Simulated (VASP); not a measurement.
# GaAs (F-43m) in VASP: notebook, part 2 of 2

VASP 6.6.1.

## (3) Single point, r2SCAN (strain -0.025 along x and y, -0.025 along z)

The input, POSCAR:

```
GaAs
1.0
    0.0000000000      2.7623735624      2.7623735624
    2.7623735624      0.0000000000      2.7623735624
    2.7623735624      2.7623735624      0.0000000000
Ga As
1 1
Direct
    0.0000000000      0.0000000000      0.0000000000
    0.7500000000      0.7500000000      0.7500000000
```

The input, INCAR.step1:

```
ALGO = Normal
EDIFF = 1E-4
ENCUT = 520
GGA = PE
ISMEAR = 0
LASPH = T
LCHARG = F
LREAL = F
LWAVE = T
NBANDS = 16
NELM = 80
PREC = Accurate
SIGMA = 0.05
```

The input, INCAR.step2:

```
ALGO = Normal
EDIFF = 1E-6
ENCUT = 520
ISIF = 2
ISMEAR = 0
ISTART = 1
LASPH = T
LCHARG = F
LMIXTAU = T
LREAL = F
LWAVE = F
METAGGA = R2SCAN
NBANDS = 16
NELM = 80
PREC = Accurate
SIGMA = 0.05
```

The input, KPOINTS:

```
k-points
0
Gamma
  8 8 8
```

Potentials or basis: VASP PAW PBE potentials, release 64 (Ga_d, As).

On the command line:

```
> cat potpaw_PBE.64/Ga_d/POTCAR potpaw_PBE.64/As/POTCAR > POTCAR
> cp INCAR.step1 INCAR
> mpirun -np 1 vasp_std > vasp.out
> cp INCAR.step2 INCAR
> mpirun -np 1 vasp_std > vasp.out
```

OUTCAR:

```text
EDIFF = 1E-6
   ENCUT = 520
   ISIF = 2
   ISMEAR = 0
   ISTART = 1
   LASPH = T
   LREAL = F
   METAGGA = R2SCAN
   NELM = 80
   PREC = Accurate

 ion  position               nearest neighbor table
   1  0.000  0.000  0.000-   2 2.39   2 2.39   2 2.39   2 2.39
   2  0.750  0.750  0.750-   1 2.39   1 2.39   1 2.39   1 2.39

  LATTYP: Found a face centered cubic cell.
 ALAT       =     5.5247471248

  Lattice vectors:

 A1 = (   0.0000000000,   2.7623735624,   2.7623735624)
 A2 = (   2.7623735624,   0.0000000000,   2.7623735624)
 A3 = (   2.7623735624,   2.7623735624,   0.0000000000)

Analysis of symmetry for initial positions (statically):
[... 5 lines left out ...]
 face centered cubic supercell.

 Subroutine GETGRP returns: Found 24 space group operations
 (whereof 24 operations were pure point group operations)
 out of a pool of 48 trial point group operations.

The static configuration has the point symmetry T_d .

Analysis of symmetry for dynamics (positions and initial velocities):
[... 5 lines left out ...]
 face centered cubic supercell.

 Subroutine GETGRP returns: Found 24 space group operations
 (whereof 24 operations were pure point group operations)
 out of a pool of 48 trial point group operations.

The dynamic configuration has the point symmetry T_d .

 Subroutine INISYM returns: Found 24 space group operations
 (whereof 24 operations are pure point group operations),
 and found     1 'primitive' translations

----------------------------------------------------------------------------------------

                                     Primitive cell

  volume of cell :      42.1577

  direct lattice vectors                    reciprocal lattice vectors
     0.000000000  2.762373562  2.762373562    -0.181003760  0.181003760  0.181003760
     2.762373562  0.000000000  2.762373562     0.181003760 -0.181003760  0.181003760
     2.762373562  2.762373562  0.000000000     0.181003760  0.181003760 -0.181003760

  length of vectors
[... 93 lines left out ...]
   NELECT =      18.0000    total number of electrons
   NUPDOWN=      -1.0000    fix difference up-down
   EMIN   =  10.00;   EMAX   =-10.00  energy-range for DOS
   EFERMI =   0.00;   METHOD = LEGACY
   ISMEAR =     0;   SIGMA  =   0.05  broadening in eV -4-tet -1-fermi 0-gaus
   EFERMI_NEDOS =   21; number of points for ismear=-14 and -15
   IALGO  =     38    algorithm
   IMIX   =      4    mixing-type and parameters
     AMIX     =   0.40;   BMIX     =  1.00
     AMIX_MAG =   1.60;   BMIX_MAG =  1.00
  volume/ion in A,a.u.               =      21.08       142.25
  Fermi-wavevector in a.u.,A,eV,Ry     =   1.232745  2.329550 20.676234  1.519660
  Thomas-Fermi vector in A             =   2.367503
   LORBIT       =      0    0 simple, 1 ext, 2 COOP (PROOUT), +10 PAW based schemes
   METAGGA = R2SCAN    functional components
   LHFCALC =     F    Hartree Fock is set to
   AEXX    =    0.0000 exact exchange contribution
   IVDW    =     0    specifies the selected vdW correction
   LEPSILON=     F    determine dielectric tensor
   LRPA    =     F    only Hartree local field effects (RPA)
 non-spin polarized calculation
 Gauss-broadening in eV      SIGMA  =   0.05
  energy-cutoff  :      520.00
  volume of cell :       42.16
 maximum number of plane-waves:      1158
 NGX is ok and might be reduce to    30
   NGX = 15   NGY = 15   NGZ = 15

 number of electron      18.0000008 magnetization

 Free energy of the ion-electron system (eV)
  ---------------------------------------------------
  ext. energy  EPLUGINS =         0.00000000
  ---------------------------------------------------
  free energy    TOTEN  =       -26.98744985 eV

  energy without entropy =      -26.98744985  energy(sigma->0) =      -26.98744985

 E-fermi :   4.6359     XC(G=0): -10.5924

 val. band max:        4.3605905156   @ k =   0.0000   0.0000   0.0000
 cond. band min:       5.9266616909   @ k =   0.0000   0.0000   0.0000
 fundamental gap:      1.5660711752
 Fermi energy:         4.6358913124

 k-point     1 :       0.0000    0.0000    0.0000
  band No.  band energies     occupation
      1     -11.0132      2.00000
      2     -11.0132      2.00000
      3     -11.0132      2.00000
      4     -10.9028      2.00000
      5     -10.9028      2.00000
      6      -9.3889      2.00000
[... 433 lines left out ...]
      3     -10.9691      2.00000
      4     -10.9092      2.00000
      5     -10.8984      2.00000
      6      -6.9027      2.00000
[... 8 lines left out ...]
     15      16.9085      0.00000
     16      17.6856      0.00000

 [... further k-points ...]
[... 5 lines left out ...]
  --------------------------------------------------------------------------------------
  -------------------------------------------------------------------------------------
  Total        1.7598291      1.7598291      1.7598291     -0.0000000      0.0000000     -0.0000000
  in kB       66.8811687     66.8811687     66.8811687     -0.0000000      0.0000000     -0.0000000
  external PRESSURE =      66.8811687 kB  Pullay stress =       0.0000000 kB

 VOLUME and BASIS-vectors are now :
 -----------------------------------------------------------------------------
  energy-cutoff  :      520.00
  volume of cell :       42.16
      direct lattice vectors                 reciprocal lattice vectors
     0.000000000  2.762373562  2.762373562    -0.181003760  0.181003760  0.181003760
     2.762373562  0.000000000  2.762373562     0.181003760 -0.181003760  0.181003760
     2.762373562  2.762373562  0.000000000     0.181003760  0.181003760 -0.181003760

 POSITION                                       TOTAL-FORCE (eV/Angst)
 -----------------------------------------------------------------------------------
      0.00000      0.00000      0.00000        -0.000000     -0.000000     -0.000000
      4.14356      4.14356      4.14356         0.000000      0.000000      0.000000
 -----------------------------------------------------------------------------------
    total drift:                               -0.000004     -0.000004     -0.000004

  FREE ENERGIE OF THE ION-ELECTRON SYSTEM (eV)
  ---------------------------------------------------
  free  energy   TOTEN  =       -26.9874498534 eV

  energy  without entropy=      -26.9874498534  energy(sigma->0) =      -26.98744985
```

OUTCAR.step1:

```text
EDIFF = 1E-4
   ENCUT = 520
   GGA = PE
   ISMEAR = 0
   LASPH = T
[... 677 lines left out ...]
 -----------------------------------------------------------------------------------
      0.00000      0.00000      0.00000         0.000000      0.000000      0.000000
      4.14356      4.14356      4.14356        -0.000000     -0.000000     -0.000000
 -----------------------------------------------------------------------------------
    total drift:                               -0.000002     -0.000002     -0.000001

  FREE ENERGIE OF THE ION-ELECTRON SYSTEM (eV)
  ---------------------------------------------------
  free  energy   TOTEN  =        -8.1269630665 eV

  energy  without entropy=       -8.1269630665  energy(sigma->0) =       -8.12696307
```

OSZICAR.step1:

```text
N       E                     dE             d eps       ncg     rms          rms(c)
DAV:   1     0.854511737717E+02    0.85451E+02   -0.87971E+03   960   0.156E+03
DAV:   2    -0.172781492382E+01   -0.87179E+02   -0.83061E+02  1128   0.321E+02
DAV:   3    -0.820658320289E+01   -0.64788E+01   -0.64611E+01  1080   0.671E+01
DAV:   4    -0.830129127275E+01   -0.94708E-01   -0.94700E-01  1224   0.898E+00
DAV:   5    -0.830269829066E+01   -0.14070E-02   -0.14070E-02  1112   0.993E-01    0.313E+00
DAV:   6    -0.815024859782E+01    0.15245E+00   -0.21280E-01  1432   0.854E+00    0.191E+00
DAV:   7    -0.812573910901E+01    0.24509E-01   -0.73791E-02  1128   0.207E+00    0.570E-01
DAV:   8    -0.812651265614E+01   -0.77355E-03   -0.11044E-02  1160   0.120E+00    0.139E-01
DAV:   9    -0.812690168276E+01   -0.38903E-03   -0.96007E-04  1088   0.335E-01    0.465E-02
DAV:  10    -0.812696306646E+01   -0.61384E-04   -0.67924E-05   952   0.109E-01
   1 F= -.81269631E+01 E0= -.81269631E+01  d E =-.274221E-15
```

It took 76 s on 1 thread of Intel Xeon 6975P-C, shared host; peak memory 0.18 GiB.

What came out:

| Property | Result |
| --- | --- |
| Free energy | -26.9874 eV |
| Pressure | 6.7 GPa |
| Band gap on the k mesh | 1.57 eV, direct |

Caveat: the cell differs from its parent crystal (strain -0.025 along x and y, -0.025 along z); the PAW data sets were made with another functional, which shifts forces and pressure a little.

## (4) Single point, r2SCAN (strain +0.025 along x and y, +0.025 along z)

The input, POSCAR:

```
GaAs
1.0
    0.0000000000      2.9040337450      2.9040337450
    2.9040337450      0.0000000000      2.9040337450
    2.9040337450      2.9040337450      0.0000000000
Ga As
1 1
Direct
    0.0000000000      0.0000000000      0.0000000000
    0.7500000000      0.7500000000      0.7500000000
```

The input, INCAR.step1:

```
PREC = Accurate
ENCUT = 520
ISMEAR = 0
SIGMA = 0.05
LREAL = False
LASPH = True
NELM = 100
NBANDS = 16
GGA = PE
ALGO = Normal
EDIFF = 1E-4
LWAVE = True
LCHARG = False
```

The input, INCAR.step2:

```
PREC = Accurate
ENCUT = 520
EDIFF = 1E-6
ISMEAR = 0
SIGMA = 0.05
LREAL = False
LASPH = True
NELM = 100
ALGO = Normal
ISIF = 2
LWAVE = False
LCHARG = False
METAGGA = R2SCAN
LMIXTAU = True
NBANDS = 16
ISTART = 1
```

The input, KPOINTS:

```
regular mesh
0
Gamma
  8 8 8
```

On the command line:

```
> cat potpaw_PBE.64/Ga_d/POTCAR potpaw_PBE.64/As/POTCAR > POTCAR
> cp INCAR.step1 INCAR
> mpirun -np 1 vasp_std > vasp.out
> cp INCAR.step2 INCAR
> mpirun -np 1 vasp_std > vasp.out
```

Wall time 57 s (1 thread of Intel Xeon 6975P-C, shared host); peak memory 0.19 GiB.

It converged, with:

| Item | Value |
| --- | --- |
| Free energy | -27.0018 eV |
| Pressure | -4.5 GPa |
| Band gap on the k mesh | 0.36 eV, direct |

Levels at points of the mesh, in eV from the valence-band top:
```tsv
k point	band 6	band 7	band 8	band 9	band 10	band 11	band 12	band 13
(0.00, 0.00, 0.00)	-12.64	0.00	0.00	0.00	0.36	4.01	4.01	4.01
(0.50, 0.00, 0.00)	-11.04	-6.39	-1.06	-1.06	1.12	4.95	4.95	8.15
(0.50, 0.50, 0.00)	-10.37	-6.62	-2.50	-2.50	1.89	1.96	10.20	10.20
```

Caveat: the cell differs from its parent crystal (strain +0.025 along x and y, +0.025 along z); the PAW data sets were made with another functional, which shifts forces and pressure a little.

## (5) The runs side by side

```tsv
cell	gap on the mesh (eV)	pressure (GPa)
a = 3.806 Å, angles 60.0°, 2 atoms	1.45	16.0
a = 3.907 Å, angles 60.0°, 2 atoms	1.57	6.7
a = 4.107 Å, angles 60.0°, 2 atoms	0.36	-4.5
```

Alike in all rows: task single point; level r2SCAN; potentials or basis VASP PAW PBE potentials, release 64 (Ga_d, As); no spin polarisation; k mesh 8 × 8 × 8; cutoff (eV) 520; smearing gaussian 0.05 eV.

Caveats: the PAW data sets were made with another functional, which shifts forces and pressure a little.

Absolute energies hang on the potentials; compare differences alone.
